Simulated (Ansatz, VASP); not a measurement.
# One calculation of Pb, two programs

```
CELL_PARAMETERS angstrom
3.49137 0.00000 0.00000
-1.74568 3.02361 0.00000
0.00000 0.00000 11.33302
ATOMIC_POSITIONS crystal
Pb 0.00000 0.00000 0.00000
Pb 0.00000 0.00000 0.50000
Pb 0.33333 0.66667 0.25000
Pb 0.66667 0.33333 0.75000
```

Alike in both runs: functional PBEsol; k mesh 10 × 10 × 3; occupations fermi-dirac, width 0.1 eV; no spin polarisation.

Ansatz relaxed the structure, and its values are those at the end. VASP's run is a single point on that final structure, the one shown.

|  | VASP | Ansatz |
| --- | --- | --- |
| version | VASP 6.6.1 | Ansatz 0.2.0 |
| potentials or method | VASP PAW PBE potentials, release 64 (Pb_d), cutoff 520 eV | plane waves (420 eV) with PAW, scalar-relativistic |
| valence electrons in the cell | 56 | 56 |

VASP gave:

* pressure (GPa): -0.1

Q: Which values does Ansatz return?

A: Pressure (GPa): 0.0.

VASP's potentials were made for PBE, not for PBEsol, and Ansatz warns of the same on its side. The functional is the same, so the differences come from potentials, cutoffs and numerics.

Neither program's run includes spin-orbit coupling.
